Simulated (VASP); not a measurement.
# Rh (Fm-3m) in VASP: a series of runs

The runs below take Rh through single point, with LDA, RPBE, revPBE, BLYP, r2SCAN.

Everything below comes from runs of VASP 6.6.1. Logs are shortened: lines on timing, memory, paths and dates and some standing lists are left out, and cuts for length are marked.

## Step 1: The cell of the first run

The structure is cubic, space group Fm-3m (No. 225). The conventional cell has a = 3.796 Å, b = 3.796 Å, c = 3.796 Å, α = 90.00°, β = 90.00°, γ = 90.00°. Within 3.5 Å of Rh (site symmetry m-3m) lie 12 Rh at 2.68 Å.

## Step 2: Single point, LDA

Input file INCAR:

```
PREC     = Accurate       # precision mode
ENCUT    = 500            # plane-wave cutoff, eV
EDIFF    = 1E-6           # SCF threshold, eV
ISMEAR   = 1              # smearing method
SIGMA    = 0.1            # smearing width, eV
LREAL    = False          # projectors in reciprocal space
LASPH    = True           # aspherical terms in the spheres
NELM     = 120            # most SCF steps
ALGO     = Normal         # electronic algorithm
ISIF     = 2              # what is computed and relaxed
LWAVE    = False          # write WAVECAR
LCHARG   = False          # write CHGCAR
NBANDS   = 14             # bands
GGA_COMPAT= False
```

Input file KPOINTS:

```
regular mesh
0
Gamma
  14 14 14
```

Input file POSCAR:

```
Rh
1.0
    0.0000000000      1.8978500000      1.8978500000
    1.8978500000      0.0000000000      1.8978500000
    1.8978500000      1.8978500000      0.0000000000
Rh
1
Direct
    0.0000000000      0.0000000000      0.0000000000
```

Potentials or basis: VASP PAW LDA potentials, release 64 (Rh_pv).

Command:

```console
cat potpaw_LDA.64/Rh_pv/POTCAR > POTCAR
mpirun -np 1 vasp_std > vasp.out
```

OUTCAR:

```text
PREC = Accurate
   ENCUT = 500
   EDIFF = 1E-6
   ISMEAR = 1
   LREAL = False
   LASPH = True
   NELM = 120
   ISIF = 2

 ion  position               nearest neighbor table
   1  0.000  0.000  0.000-

  LATTYP: Found a face centered cubic cell.
 ALAT       =     3.7957000000

  Lattice vectors:

 A1 = (   0.0000000000,   1.8978500000,   1.8978500000)
 A2 = (   1.8978500000,   0.0000000000,   1.8978500000)
 A3 = (   1.8978500000,   1.8978500000,   0.0000000000)

Analysis of symmetry for initial positions (statically):
=====================================================================
 Subroutine PRICEL returns:
 Original cell was already a primitive cell.

 Routine SETGRP: Setting up the symmetry group for a
 face centered cubic supercell.

 Subroutine GETGRP returns: Found 48 space group operations
 (whereof 48 operations were pure point group operations)
 out of a pool of 48 trial point group operations.

The static configuration has the point symmetry O_h .

Analysis of symmetry for dynamics (positions and initial velocities):
=====================================================================
 Subroutine PRICEL returns:
 Original cell was already a primitive cell.

 Routine SETGRP: Setting up the symmetry group for a
 face centered cubic supercell.

 Subroutine GETGRP returns: Found 48 space group operations
 (whereof 48 operations were pure point group operations)
 out of a pool of 48 trial point group operations.

The dynamic configuration has the point symmetry O_h .

 Subroutine INISYM returns: Found 48 space group operations
 (whereof 48 operations are pure point group operations),
 and found     1 'primitive' translations

----------------------------------------------------------------------------------------

                                     Primitive cell

  volume of cell :      13.6715

  direct lattice vectors                    reciprocal lattice vectors
     0.000000000  1.897850000  1.897850000    -0.263456016  0.263456016  0.263456016
     1.897850000  0.000000000  1.897850000     0.263456016 -0.263456016  0.263456016
     1.897850000  1.897850000  0.000000000     0.263456016  0.263456016 -0.263456016

  length of vectors
     2.683965209  2.683965209  2.683965209     0.456319205  0.456319205  0.456319205

  position of ions in fractional coordinates (direct lattice)
     0.000000000  0.000000000  0.000000000

  ion indices of the primitive-cell ions
   primitive index   ion index
                 1           1

----------------------------------------------------------------------------------------

 KPOINTS: regular mesh

Automatic generation of k-mesh.
 Grid dimensions read from file:
 generate k-points for:   14   14   14

 Generating k-lattice:

  Cartesian coordinates                     Fractional coordinates (reciprocal lattice)
    -0.018818287  0.018818287  0.018818287     0.071428571  0.000000000  0.000000000
     0.018818287 -0.018818287  0.018818287     0.000000000  0.071428571  0.000000000
     0.018818287  0.018818287 -0.018818287     0.000000000  0.000000000  0.071428571

  Length of vectors
     0.032594229  0.032594229  0.032594229

  Shift w.r.t. Gamma in fractional coordinates (k-lattice)
     0.000000000  0.000000000  0.000000000

 Subroutine IBZKPT returns following result:
 ===========================================

 Found    104 irreducible k-points:

 Following reciprocal coordinates:
            Coordinates               Weight
  0.000000  0.000000  0.000000      1.000000
  0.071429  0.000000  0.000000      8.000000
  0.142857  0.000000  0.000000      8.000000
  0.214286  0.000000  0.000000      8.000000
  0.285714  0.000000  0.000000      8.000000
  0.357143  0.000000  0.000000      8.000000
[... 16 lines left out ...]
  0.214286  0.142857  0.000000     24.000000
  0.285714  0.142857  0.000000     24.000000
 [... further k-points ...]
   k-points           NKPTS =    104   k-points in BZ     NKDIM =    104   number of bands    NBANDS=     14
   number of dos      NEDOS =    301   number of ions     NIONS =      1
   total plane-waves  NPLWV =   8000
   dimension x,y,z NGX =    20 NGY =   20 NGZ =   20
   dimension x,y,z NGXF=    40 NGYF=   40 NGZF=   40
   ions per type =               1
   NGX,Y,Z   is equivalent  to a cutoff of  12.39, 12.39, 12.39 a.u.
   NGXF,Y,Z  is equivalent  to a cutoff of  24.78, 24.78, 24.78 a.u.
 SYSTEM =  unknown system
   PREC   = accura    normal or accurate (medium, high low for compatibility)
   ISTART =      0    job   : 0-new  1-cont  2-samecut
   ICHARG =      2    charge: 1-file 2-atom 10-const
   ISPIN  =      1    spin polarized calculation?
   LNONCOLLINEAR =      F non collinear calculations
   LSORBIT =      F    spin-orbit coupling
   LASPH  =      T    aspherical Exc in radial PAW
   ENCUT  =  500.0 eV  36.75 Ry    6.06 a.u.   4.89  4.89  4.89*2*pi/ulx,y,z
   NELM   =    120;   NELMIN=  2; NELMDL= -5     # of ELM steps
   EDIFF  = 0.1E-05   stopping-criterion for ELM
   LREAL  =      F    real-space projection
   EDIFFG = 0.1E-04   stopping-criterion for IOM
   NSW    =      0    number of steps for IOM
   IBRION =     -1    ionic relax: 0-MD 1-quasi-New 2-CG
   NFREE  =      0    steps in history (QN), initial steepest desc. (CG)
   ISIF   =      2    stress and relaxation
   ISYM   =      2    0-nonsym 1-usesym 2-fastsym
   POTIM  = 0.5000    time-step for ionic-motion
   TEBEG  =    0.0;   TEEND  =   0.0 temperature during run
   PSTRESS=    0.0 pullay stress
   NELECT =      15.0000    total number of electrons
   NUPDOWN=      -1.0000    fix difference up-down
   EMIN   =  10.00;   EMAX   =-10.00  energy-range for DOS
   EFERMI =   0.00;   METHOD = LEGACY
   ISMEAR =     1;   SIGMA  =   0.10  broadening in eV -4-tet -1-fermi 0-gaus
   EFERMI_NEDOS =   21; number of points for ismear=-14 and -15
   IALGO  =     38    algorithm
   IMIX   =      4    mixing-type and parameters
     AMIX     =   0.40;   BMIX     =  1.00
     AMIX_MAG =   1.60;   BMIX_MAG =  1.00
  volume/ion in A,a.u.               =      13.67        92.26
  Fermi-wavevector in a.u.,A,eV,Ry     =   1.688496  3.190795 38.790465  2.851019
  Thomas-Fermi vector in A             =   2.770792
   LORBIT       =      0    0 simple, 1 ext, 2 COOP (PROOUT), +10 PAW based schemes
   GGA     = CA    functional components
   LHFCALC =     F    Hartree Fock is set to
   AEXX    =    0.0000 exact exchange contribution
   IVDW    =     0    specifies the selected vdW correction
   LEPSILON=     F    determine dielectric tensor
   LRPA    =     F    only Hartree local field effects (RPA)
 non-spin polarized calculation
 Methfessel and Paxton  Order N= 1 SIGMA  =   0.10
  energy-cutoff  :      500.00
  volume of cell :       13.67
 maximum number of plane-waves:       356
   NGX =  9   NGY =  9   NGZ =  9

 number of electron      15.0000007 magnetization

 Free energy of the ion-electron system (eV)
  ---------------------------------------------------
  ext. energy  EPLUGINS =         0.00000000
  ---------------------------------------------------
  free energy    TOTEN  =        -8.67166761 eV

  energy without entropy =       -8.67064924  energy(sigma->0) =       -8.67132815

 E-fermi :  11.7800     XC(G=0): -14.3865

 val. band max:       11.7737778567   @ k =  -0.2857   0.3571   0.0714
 cond. band min:      11.7997103341   @ k =   0.3571   0.0714   0.0000
 fundamental gap:      0.0259324774
 Fermi energy:        11.7800485446

 k-point     1 :       0.0000    0.0000    0.0000
  band No.  band energies     occupation
      1     -34.3510      2.00000
      2     -34.3510      2.00000
      3     -34.3510      2.00000
      4       3.7419      2.00000
      5       8.6834      2.00000
      6       8.6834      2.00000
      7       8.6834      2.00000
      8      10.8270      2.00000
      9      10.8270      2.00000
     10      27.7598      0.00000
     11      32.1662      0.00000
     12      33.1943      0.00000
     13      33.1943      0.00000
     14      33.1943      0.00000

 k-point     2 :       0.0714    0.0000    0.0000
  band No.  band energies     occupation
      1     -34.3900      2.00000
      2     -34.3562      2.00000
      3     -34.3562      2.00000
      4       3.9482      2.00000
      5       8.5927      2.00000
      6       8.7639      2.00000
      7       8.7639      2.00000
      8      10.7824      2.00000
      9      10.7824      2.00000
     10      28.0605      0.00000
     11      32.1156      0.00000
     12      32.1869      0.00000
     13      33.4990      0.00000
     14      33.4990      0.00000

 k-point     3 :       0.1429    0.0000    0.0000
  band No.  band energies     occupation
      1     -34.4986      2.00000
      2     -34.3709      2.00000
      3     -34.3709      2.00000
      4       4.5188      2.00000
      5       8.3987      2.00000
      6       8.9509      2.00000
      7       8.9509      2.00000
      8      10.7145      2.00000
      9      10.7145      2.00000
     10      28.7895      0.00000
     11      30.1594      0.00000
     12      32.1676      0.00000
     13      34.3638      0.00000
     14      34.3638      0.00000

 k-point     4 :       0.2143    0.0000    0.0000
  band No.  band energies     occupation
      1     -34.6535      2.00000
      2     -34.3921      2.00000
      3     -34.3921      2.00000
      4       5.2520      2.00000
      5       8.3632      2.00000
      6       9.0718      2.00000
      7       9.0718      2.00000
      8      10.8170      2.00000
      9      10.8170      2.00000
     10      28.0003      0.00000
     11      29.4194      0.00000
     12      32.1668      0.00000
     13      35.6175      0.00000
     14      35.6175      0.00000

 k-point     5 :       0.2857    0.0000    0.0000
  band No.  band energies     occupation
      1     -34.8227      2.00000
      2     -34.4155      2.00000
      3     -34.4155      2.00000
      4       5.7127      2.00000
      5       8.9541      2.00000
      6       8.9938      2.00000
      7       8.9938      2.00000
      8      11.2205      2.00000
      9      11.2205      2.00000
     10      25.7950      0.00000
     11      29.0847      0.00000
[... 276 lines left out ...]
 k-point    22 :       0.1429    0.1429    0.0000
  band No.  band energies     occupation
      1     -34.4940      2.00000
      2     -34.4041      2.00000
      3     -34.4041      2.00000
      4       4.7814      2.00000
      5       8.0163      2.00000
      6       9.2449      2.00000
      7       9.2449      2.00000
      8      10.1460      2.00000
      9      11.0955      2.00000
     10      29.2931      0.00000
     11      31.3033      0.00000
     12      32.1682      0.00000
     13      33.0059      0.00000
     14      33.0059      0.00000

 k-point    23 :       0.2143    0.1429    0.0000
  band No.  band energies     occupation
      1     -34.5946      2.00000
      2     -34.4305      2.00000
      3     -34.4242      2.00000
      4       5.3749      2.00000
      5       7.7403      2.00000
      6       9.3631      2.00000
      7       9.5057      2.00000
      8      10.1435      2.00000
      9      11.2504      2.00000
     10      29.8026      0.00000
     11      30.1572      0.00000
     12      32.1665      0.00000
     13      32.7502      0.00000
     14      33.3255      0.00000

 k-point    24 :       0.2857    0.1429    0.0000
  band No.  band energies     occupation
      1     -34.7330      2.00000
      2     -34.4568      2.00000
      3     -34.4486      2.00000
      4       6.0155      2.00000
      5       7.6615      2.00000
      6       9.0444      2.00000
      7       9.6090      2.00000
      8      10.8823      2.00000
      9      11.5613      2.00834
     10      27.7899      0.00000
     11      30.2369      0.00000
     12      32.1657      0.00000
     13      32.4475      0.00000
     14      33.7288      0.00000

 [... further k-points ...]
[... 5 lines left out ...]
  --------------------------------------------------------------------------------------
  -------------------------------------------------------------------------------------
  Total       -0.7568037     -0.7568037     -0.7568037      0.0000000      0.0000000      0.0000000
  in kB      -88.6907204    -88.6907204    -88.6907204      0.0000000      0.0000000      0.0000000
  external PRESSURE =     -88.6907204 kB  Pullay stress =       0.0000000 kB

 VOLUME and BASIS-vectors are now :
 -----------------------------------------------------------------------------
  energy-cutoff  :      500.00
  volume of cell :       13.67
      direct lattice vectors                 reciprocal lattice vectors
     0.000000000  1.897850000  1.897850000    -0.263456016  0.263456016  0.263456016
     1.897850000  0.000000000  1.897850000     0.263456016 -0.263456016  0.263456016
     1.897850000  1.897850000  0.000000000     0.263456016  0.263456016 -0.263456016

 POSITION                                       TOTAL-FORCE (eV/Angst)
 -----------------------------------------------------------------------------------
      0.00000      0.00000      0.00000        -0.000000      0.000000      0.000000
 -----------------------------------------------------------------------------------
    total drift:                                0.000000     -0.000000     -0.000000

  FREE ENERGIE OF THE ION-ELECTRON SYSTEM (eV)
  ---------------------------------------------------
  free  energy   TOTEN  =        -8.6716676120 eV

  energy  without entropy=       -8.6706492380  energy(sigma->0) =       -8.67132815
```

Wall time 10 s (1 thread of Intel Xeon 8259CL, shared host); peak memory 0.13 GiB.

What came out:

| Item | Value |
| --- | --- |
| Free energy | -8.6717 eV |
| Pressure | -8.9 GPa |
| Band gap on the k mesh | zero (an odd number of electrons rules out a gap without spin polarisation) |

Levels at points of the mesh, in eV from the Fermi level:
```csv
k point,band 4,band 5,band 6,band 7,band 8,band 9,band 10,band 11
"(0.00, 0.00, 0.00)",-8.04,-3.10,-3.10,-3.10,-0.95,-0.95,15.98,20.39
"(0.50, 0.00, 0.00)",-6.18,-3.16,-3.16,0.63,0.63,0.72,8.68,15.50
"(0.50, 0.50, 0.00)",-6.36,-6.00,0.61,1.04,1.04,3.24,12.35,13.27
```

Caveat: the cell stands under tension.

## Step 3: Single point, RPBE

Input file INCAR:

```
PREC = Accurate
ENCUT = 500
EDIFF = 1E-6
ISMEAR = 1
SIGMA = 0.1
LREAL = False
LASPH = True
NELM = 120
ALGO = Normal
ISIF = 2
LWAVE = False
LCHARG = False
GGA = RP
NBANDS = 14
GGA_COMPAT = False
```

KPOINTS is that of step 2.

POSCAR is that of step 2.

Potentials or basis: VASP PAW PBE potentials, release 64 (Rh_pv).

Command:

```console
cat potpaw_PBE.64/Rh_pv/POTCAR > POTCAR
mpirun -np 1 vasp_std > vasp.out
```

Wall time 11 s (1 thread of Intel Xeon 8259CL, shared host); peak memory 0.13 GiB.

Results (log left out):

```
Free energy            : -6.5924 eV
Pressure               : 12.6 GPa
Band gap on the k mesh : zero (an odd number of electrons rules out a gap without spin polarisation)
```

Levels at points of the mesh, in eV from the Fermi level:
```tsv
k point	band 4	band 5	band 6	band 7	band 8	band 9	band 10	band 11
(0.00, 0.00, 0.00)	-7.93	-3.06	-3.06	-3.06	-0.96	-0.96	16.03	20.64
(0.50, 0.00, 0.00)	-6.11	-3.14	-3.14	0.61	0.61	0.78	8.77	15.54
(0.50, 0.50, 0.00)	-6.33	-5.95	0.58	1.03	1.03	3.33	12.41	13.43
```

Caveat: the cell stands under pressure; the PAW data sets were made with another functional, which shifts forces and pressure a little.

## Step 4: Single point, revPBE

Changes to INCAR since step 3:

```diff
@@ -11,4 +11,6 @@
 LWAVE = False
-LCHARG = False
-GGA = RP
+LCHARG = True
+GGA = RE
+LELF = True
+LVHAR = True
 NBANDS = 14
```

Input file KPOINTS:

```
Automatic mesh
0
Gamma
  14 14 14
```

POSCAR is that of step 3.

Command:

```console
cat potpaw_PBE.64/Rh_pv/POTCAR > POTCAR
mpirun -np 1 vasp_std > vasp.out
```

Wall time 14 s (1 thread of Intel Xeon 8259CL, shared host); peak memory 0.14 GiB.

Results (log left out):

```
Free energy            : -6.7315 eV
Pressure               : 11.2 GPa
Band gap on the k mesh : zero (an odd number of electrons rules out a gap without spin polarisation)
```

Levels at points of the mesh, in eV from the Fermi level:
```
           k point  band 4  band 5  band 6  band 7  band 8  band 9  band 10  band 11
(0.00, 0.00, 0.00)   -7.94   -3.06   -3.06   -3.06   -0.96   -0.96    16.03    20.62
(0.50, 0.00, 0.00)   -6.12   -3.14   -3.14    0.61    0.61    0.77     8.76    15.53
(0.50, 0.50, 0.00)   -6.33   -5.95    0.58    1.04    1.04    3.33    12.40    13.42
```

Caveat: the cell stands under pressure; the PAW data sets were made with another functional, which shifts forces and pressure a little.

## Step 5: Single point, BLYP

Input file INCAR:

```
PREC = Accurate
ENCUT = 500
EDIFF = 1E-6
ISMEAR = 1
SIGMA = 0.1
LREAL = F
LASPH = T
NELM = 120
ALGO = Normal
ISIF = 2
LWAVE = F
LCHARG = F
GGA = B5
ALDAX = 1.0
AGGAX = 1.0
AGGAC = 1.0
ALDAC = 0.0
NBANDS = 14
GGA_COMPAT = F
```

KPOINTS is that of step 4.

POSCAR is that of step 4.

Command:

```console
cat potpaw_PBE.64/Rh_pv/POTCAR > POTCAR
mpirun -np 1 vasp_std > vasp.out
```

It took 17 s on 1 thread of Intel Xeon 8259CL, shared host; peak memory 0.14 GiB.

The run converged. Its results:

```yaml
Free_energy: -6.0871 eV
Pressure: 22.1 GPa
Band_gap_on_the_k_mesh: zero (an odd number of electrons rules out a gap without spin polarisation)
```

Levels at points of the mesh, in eV from the Fermi level:
```tsv
k point	band 4	band 5	band 6	band 7	band 8	band 9	band 10	band 11
(0.00, 0.00, 0.00)	-7.76	-3.07	-3.07	-3.07	-0.99	-0.99	16.32	20.32
(0.50, 0.00, 0.00)	-6.06	-3.15	-3.15	0.60	0.60	1.06	8.79	15.86
(0.50, 0.50, 0.00)	-6.26	-5.92	0.56	1.03	1.03	3.55	12.50	13.53
```

Caveat: the cell stands under pressure; the PAW data sets were made with another functional, which shifts forces and pressure a little.

## Step 6: Single point, r2SCAN

POSCAR is that of step 5.

Input file INCAR.step1:

```
  PREC = Accurate
  ENCUT = 550
  ISMEAR = 1
  SIGMA = 0.1
  LREAL = False
  LASPH = True
  NELM = 120
  NBANDS = 14
  GGA = PE
  ALGO = Normal
  EDIFF = 1E-5
  LWAVE = True
  LCHARG = False
  GGA_COMPAT = False
```

Input file INCAR.step2:

```
  PREC = Accurate
  ENCUT = 550
  EDIFF = 1E-6
  ISMEAR = 1
  SIGMA = 0.1
  LREAL = False
  LASPH = True
  NELM = 120
  ALGO = Normal
  ISIF = 2
  LWAVE = False
  LCHARG = False
  METAGGA = R2SCAN
  LMIXTAU = True
  NBANDS = 14
  ISTART = 1
  GGA_COMPAT = False
```

KPOINTS is that of step 5.

Potentials or basis: VASP PAW PBE potentials, release 64 (Rh_pv).

Command:

```console
cat potpaw_PBE.64/Rh_pv/POTCAR > POTCAR
cp INCAR.step1 INCAR
mpirun -np 1 vasp_std > vasp.out
cp INCAR.step2 INCAR
mpirun -np 1 vasp_std > vasp.out
```

It took 57 s on 1 thread of Intel Xeon 8259CL, shared host; peak memory 0.15 GiB.

The run converged. Its results:

- Free energy: -24.1369 eV
- Pressure: 2.1 GPa
- Band gap on the k mesh: zero (an odd number of electrons rules out a gap without spin polarisation)

Levels at points of the mesh, in eV from the Fermi level:
```
           k point  band 4  band 5  band 6  band 7  band 8  band 9  band 10  band 11
(0.00, 0.00, 0.00)   -8.19   -3.17   -3.17   -3.17   -1.04   -1.04    16.74    17.44
(0.50, 0.00, 0.00)   -6.35   -3.28   -3.28    0.63    0.63    0.93     9.18    16.29
(0.50, 0.50, 0.00)   -6.57   -6.19    0.56    1.09    1.09    3.52    12.98    14.07
```

Caveat: the PAW data sets were made with another functional, which shifts forces and pressure a little.

## Step 7: Summary

| level | potentials or basis | cutoff (eV) | gap on the mesh (eV) | pressure (GPa) |
| --- | --- | --- | --- | --- |
| LDA | VASP PAW LDA potentials, release 64 (Rh_pv) | 500 | none | -8.9 |
| RPBE | VASP PAW PBE potentials, release 64 (Rh_pv) | 500 | none | 12.6 |
| revPBE | VASP PAW PBE potentials, release 64 (Rh_pv) | 500 | none | 11.2 |
| BLYP | VASP PAW PBE potentials, release 64 (Rh_pv) | 500 | none | 22.1 |
| r2SCAN | VASP PAW PBE potentials, release 64 (Rh_pv) | 550 | none | 2.1 |

Alike in all rows: task single point; no spin polarisation; cell as given; k mesh 14 × 14 × 14; smearing methfessel-paxton 0.1 eV.

Caveats: the PAW data sets were made with another functional, which shifts forces and pressure a little (at least some runs); the cell stands under pressure (at least some runs); the cell stands under tension (at least some runs).

Total energies depend on the potentials used, so only differences within one code and one set of settings carry meaning.

The gap in the log of VASP goes by the Fermi energy; the results here count the filled bands.